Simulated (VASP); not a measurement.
# Si4Ge3 (R-3) in VASP: relaxation of cell and atoms with PBE

Aim: the relaxation of cell and atoms of Si4Ge3 with PBE.

Everything below comes from runs of VASP 6.6.1. Logs are shortened: lines on timing, memory, paths and dates and some standing lists are left out, and cuts for length are marked.

## (1) The cell of the first run

It takes space group R-3 (No. 148, trigonal). The conventional cell has a = 10.363 Å, b = 10.363 Å, c = 9.596 Å, α = 90.00°, β = 90.00°, γ = 120.00°. Within 3.2 Å of Si (site symmetry 1) lie 2 Si at 2.40 Å and 2 Ge at 2.40 Å. Within 3.2 Å of Si (site symmetry 3) lie 4 Si at 2.40 Å. Within 3.2 Å of Ge (site symmetry 1) lie 2 Si at 2.40 Å and 2 Ge at 2.40 Å.

## (2) Relaxation of cell and atoms, PBE

INCAR reads:

```
SYSTEM = Si4Ge3
PREC     = Accurate       ! precision mode
ENCUT    = 600            ! plane-wave cutoff, eV
EDIFF    = 1E-7           ! SCF threshold, eV
ISMEAR   = 0              ! smearing method
SIGMA    = 0.2            ! smearing width, eV
LREAL    = .False.        ! projectors in reciprocal space
LASPH    = .True.         ! aspherical terms in the spheres
NELM     = 60             ! most SCF steps
ALGO     = Normal         ! electronic algorithm
ISIF     = 3              ! what is computed and relaxed
LWAVE    = .False.        ! write WAVECAR
LCHARG   = .False.        ! write CHGCAR
GGA      = PE             ! functional
IBRION   = 2              ! ionic algorithm
NSW      = 36             ! ionic steps
EDIFFG   = -0.08          ! ionic threshold
```

KPOINTS reads:

```
Automatic mesh
0
Gamma
  3 3 3
  0 0 0
```

POSCAR reads:

```
Si4Ge3
1.0
    5.1815000000      2.9915404200      3.1986666700
   -5.1815000000      2.9915404200      3.1986666700
    0.0000000000     -5.9830808400      3.1986666700
Si Ge
8 6
Direct
    0.1607140000      0.0178570000      0.4464290000
    0.8392860000      0.9821430000      0.5535710000
    0.4464290000      0.1607140000      0.0178570000
    0.5535710000      0.8392860000      0.9821430000
    0.0178570000      0.4464290000      0.1607140000
    0.9821430000      0.5535710000      0.8392860000
    0.8750000000      0.8750000000      0.8750000000
    0.1250000000      0.1250000000      0.1250000000
    0.7321430000      0.3035710000      0.5892860000
    0.2678570000      0.6964290000      0.4107140000
    0.4107140000      0.2678570000      0.6964290000
    0.5892860000      0.7321430000      0.3035710000
    0.6964290000      0.4107140000      0.2678570000
    0.3035710000      0.5892860000      0.7321430000
```

Potentials or basis: VASP PAW PBE potentials, release 64 (Si, Ge_d).

The run is started by

```console
cat potpaw_PBE.64/Si/POTCAR potpaw_PBE.64/Ge_d/POTCAR > POTCAR
mpirun -np 1 vasp_std > vasp.out
```

OUTCAR:

```text
SYSTEM = Si4Ge3
   PREC = Accurate
   ENCUT = 600
   EDIFF = 1E-7
   ISMEAR = 0
   LREAL = .False.
   LASPH = .True.
   NELM = 60
   ISIF = 3
   GGA = PE
   IBRION = 2
   NSW = 36
   EDIFFG = -0.08

 ion  position               nearest neighbor table
   1  0.161  0.018  0.446-   2 2.40  10 2.40   8 2.40  11 2.40
   2  0.839  0.982  0.554-   1 2.40   9 2.40   7 2.40  12 2.40
   3  0.446  0.161  0.018-   4 2.40  11 2.40   8 2.40  13 2.40
   4  0.554  0.839  0.982-   3 2.40  12 2.40   7 2.40  14 2.40
   5  0.018  0.446  0.161-   6 2.40  13 2.40   8 2.40  10 2.40
   6  0.982  0.554  0.839-   5 2.40  14 2.40   7 2.40   9 2.40
   7  0.875  0.875  0.875-   6 2.40   4 2.40   2 2.40   8 2.40
   8  0.125  0.125  0.125-   5 2.40   3 2.40   1 2.40   7 2.40
   9  0.732  0.304  0.589-   2 2.40  11 2.40  13 2.40   6 2.40
  10  0.268  0.696  0.411-   1 2.40  12 2.40  14 2.40   5 2.40
  11  0.411  0.268  0.696-   3 2.40  14 2.40   9 2.40   1 2.40
  12  0.589  0.732  0.304-   4 2.40  13 2.40  10 2.40   2 2.40
  13  0.696  0.411  0.268-   5 2.40  12 2.40   9 2.40   3 2.40
  14  0.304  0.589  0.732-   6 2.40  11 2.40  10 2.40   4 2.40

  LATTYP: Found a trigonal (rhomboedric) cell.
 ALAT       =     6.7844472730
 COS(alpha) =    -0.1665733677

  Lattice vectors:

 A1 = (   5.1815000000,   2.9915404200,   3.1986666700)
 A2 = (  -5.1815000000,   2.9915404200,   3.1986666700)
 A3 = (   0.0000000000,  -5.9830808400,   3.1986666700)

Analysis of symmetry for initial positions (statically):
=====================================================================
 Subroutine PRICEL returns:
 Original cell was already a primitive cell.

 Routine SETGRP: Setting up the symmetry group for a
 trigonal (rhombohedral) supercell.

 Subroutine GETGRP returns: Found  6 space group operations
 (whereof  6 operations were pure point group operations)
 out of a pool of 12 trial point group operations.

The static configuration has the point symmetry S_6 .

Analysis of symmetry for dynamics (positions and initial velocities):
=====================================================================
 Subroutine PRICEL returns:
 Original cell was already a primitive cell.

 Routine SETGRP: Setting up the symmetry group for a
 trigonal (rhombohedral) supercell.

 Subroutine GETGRP returns: Found  6 space group operations
 (whereof  6 operations were pure point group operations)
 out of a pool of 12 trial point group operations.

The dynamic configuration has the point symmetry S_6 .

 Subroutine INISYM returns: Found  6 space group operations
 (whereof  6 operations are pure point group operations),
 and found     1 'primitive' translations
[... 91 lines left out ...]
   PREC   = accura    normal or accurate (medium, high low for compatibility)
   ISTART =      0    job   : 0-new  1-cont  2-samecut
   ICHARG =      2    charge: 1-file 2-atom 10-const
   ISPIN  =      1    spin polarized calculation?
   LNONCOLLINEAR =      F non collinear calculations
   LSORBIT =      F    spin-orbit coupling
   LASPH  =      T    aspherical Exc in radial PAW
   ENCUT  =  600.0 eV  44.10 Ry    6.64 a.u.  13.55 13.55 13.55*2*pi/ulx,y,z
   NELM   =     60;   NELMIN=  2; NELMDL= -5     # of ELM steps
   EDIFF  = 0.1E-06   stopping-criterion for ELM
   LREAL  =      F    real-space projection
   EDIFFG = -.8E-01   stopping-criterion for IOM
   NSW    =     36    number of steps for IOM
   IBRION =      2    ionic relax: 0-MD 1-quasi-New 2-CG
   NFREE  =      1    steps in history (QN), initial steepest desc. (CG)
   ISIF   =      3    stress and relaxation
   ISYM   =      2    0-nonsym 1-usesym 2-fastsym
   POTIM  = 0.5000    time-step for ionic-motion
   TEBEG  =    0.0;   TEEND  =   0.0 temperature during run
   PSTRESS=    0.0 pullay stress
   NELECT =     116.0000    total number of electrons
   NUPDOWN=      -1.0000    fix difference up-down
   EMIN   =  10.00;   EMAX   =-10.00  energy-range for DOS
   EFERMI =   0.00;   METHOD = LEGACY
   ISMEAR =     0;   SIGMA  =   0.20  broadening in eV -4-tet -1-fermi 0-gaus
   EFERMI_NEDOS =   21; number of points for ismear=-14 and -15
   IALGO  =     38    algorithm
   IMIX   =      4    mixing-type and parameters
     AMIX     =   0.40;   BMIX     =  1.00
     AMIX_MAG =   1.60;   BMIX_MAG =  1.00
  volume/ion in A,a.u.               =      21.25       143.40
  Fermi-wavevector in a.u.,A,eV,Ry     =   1.196017  2.260144 19.462539  1.430456
  Thomas-Fermi vector in A             =   2.331968
   LORBIT       =      0    0 simple, 1 ext, 2 COOP (PROOUT), +10 PAW based schemes
   GGA     = PE    functional components
   LHFCALC =     F    Hartree Fock is set to
   AEXX    =    0.0000 exact exchange contribution
   IVDW    =     0    specifies the selected vdW correction
   LEPSILON=     F    determine dielectric tensor
   LRPA    =     F    only Hartree local field effects (RPA)
 conjugate gradient relaxation of ions
 non-spin polarized calculation
 Gauss-broadening in eV      SIGMA  =   0.20
  energy-cutoff  :      600.00
  volume of cell :      297.49
 maximum number of plane-waves:      9962
 NGX is ok and might be reduce to    54
   NGX = 27   NGY = 27   NGZ = 27

--------------------------------------- Ionic step        1  -------------------------------------------

 number of electron     116.0000022 magnetization

 Free energy of the ion-electron system (eV)
  ---------------------------------------------------
  ext. energy  EPLUGINS =         0.00000000
  ---------------------------------------------------
  free energy    TOTEN  =       -70.05472512 eV

  energy without entropy =      -70.05311802  energy(sigma->0) =      -70.05392157

------------------------ aborting loop because EDIFF is reached ----------------------------------------

  FORCE on cell =-STRESS in cart. coord.  units (eV):
  Direction    XX          YY          ZZ          XY          YZ          ZX
  --------------------------------------------------------------------------------------
  -------------------------------------------------------------------------------------
  Total        3.4229227      3.4229227      3.1858183      0.0000001      0.0000000      0.0000000
  in kB       18.4347420     18.4347420     17.1577751      0.0000006      0.0000000      0.0000000
  external PRESSURE =      18.0090864 kB  Pullay stress =       0.0000000 kB
[... 227 lines left out ...]
--------------------------------------- Ionic step        6  -------------------------------------------

 number of electron     116.0000014 magnetization

 Free energy of the ion-electron system (eV)
  ---------------------------------------------------
  ext. energy  EPLUGINS =         0.00000000
  ---------------------------------------------------
  free energy    TOTEN  =       -70.26808261 eV

  energy without entropy =      -70.26668321  energy(sigma->0) =      -70.26738291

 E-fermi :   5.5124     XC(G=0):  -9.5392

 val. band max:        5.1851357527   @ k =   0.0000   0.0000   0.0000
 cond. band min:       5.8888422223   @ k =  -0.3333   0.3333   0.3333
 fundamental gap:      0.7037064695
 Fermi energy:         5.5124235828

 k-point     1 :       0.0000    0.0000    0.0000
  band No.  band energies     occupation
      1     -19.3125      2.00000
      2     -19.2864      2.00000
      3     -19.2864      2.00000
      4     -19.2569      2.00000
      5     -19.2569      2.00000
      6     -19.2525      2.00000
[... 462 lines left out ...]
  FREE ENERGIE OF THE ION-ELECTRON SYSTEM (eV)
  ---------------------------------------------------
  free  energy   TOTEN  =       -70.2680826077 eV

  energy  without entropy=      -70.2666832065  energy(sigma->0) =      -70.26738291

 reached required accuracy - stopping structural energy minimisation
```

It took 18 min on 1 thread of Oxide Virtual Turin-like, shared host; peak memory 0.45 GiB.

Results:

```
Free energy                           : -70.2681 eV
Relaxed volume                        : 21.70 Å³/atom
Relaxed cell                          : a = 6.833 Å, b = 6.833 Å, c = 6.833 Å, α = 99.61°, β = 99.61°, γ = 99.61°
Space group after relaxing (to 0.1 Å) : R-3 (No. 148)
Energy gained by relaxing             : 15.2 meV/atom
Ionic steps                           : 6
Pressure after relaxing               : 0.0 GPa
Largest force after relaxing          : 0.038 eV/Å
Band gap on the k mesh                : 0.70 eV (least direct gap 1.55 eV)
```

Forces in eV/Å, atoms in the order of the input:
```
Si   0.006  0.020 -0.032
Si  -0.006 -0.020  0.032
Si  -0.021 -0.005 -0.032
Si   0.021  0.005  0.032
Si   0.015 -0.016 -0.032
Si  -0.015  0.016  0.032
Si   0.000  0.000  0.026
Si   0.000  0.000 -0.026
Ge  -0.029 -0.020 -0.012
Ge   0.029  0.020  0.012
Ge  -0.032  0.015  0.012
Ge   0.032 -0.015 -0.012
Ge   0.003 -0.035  0.012
Ge  -0.003  0.035 -0.012
```

The path:
```
step  energy change (eV)  largest force (eV/Å)  pressure (GPa)  volume (Å³)
   1              0.0000                0.5919            1.80       297.49
   2             -0.1549                0.2965           -0.97       307.89
   3             -0.1555                0.2829           -1.12       308.55
   4             -0.2074                0.1328           -0.17       304.57
   5             -0.2100                0.1437            0.12       303.47
   6             -0.2134                0.0383            0.02       303.84
```

Final structure:
```
CELL_PARAMETERS angstrom
5.21916 3.01328 3.21994
-5.21916 3.01328 3.21994
0.00000 -6.02656 3.21994
ATOMIC_POSITIONS crystal
Si 0.15377 0.01933 0.44133
Si 0.84623 0.98067 0.55867
Si 0.44133 0.15378 0.01933
Si 0.55867 0.84622 0.98067
Si 0.01933 0.44133 0.15377
Si 0.98067 0.55867 0.84623
Si 0.87627 0.87627 0.87627
Si 0.12373 0.12373 0.12373
Ge 0.73877 0.30219 0.59379
Ge 0.26123 0.69781 0.40621
Ge 0.40621 0.26123 0.69781
Ge 0.59379 0.73877 0.30219
Ge 0.69781 0.40621 0.26123
Ge 0.30219 0.59379 0.73877
```

Caveat: the relaxation stopped at a loose force limit of 0.08 eV/Å, so its end isn't a converged minimum.
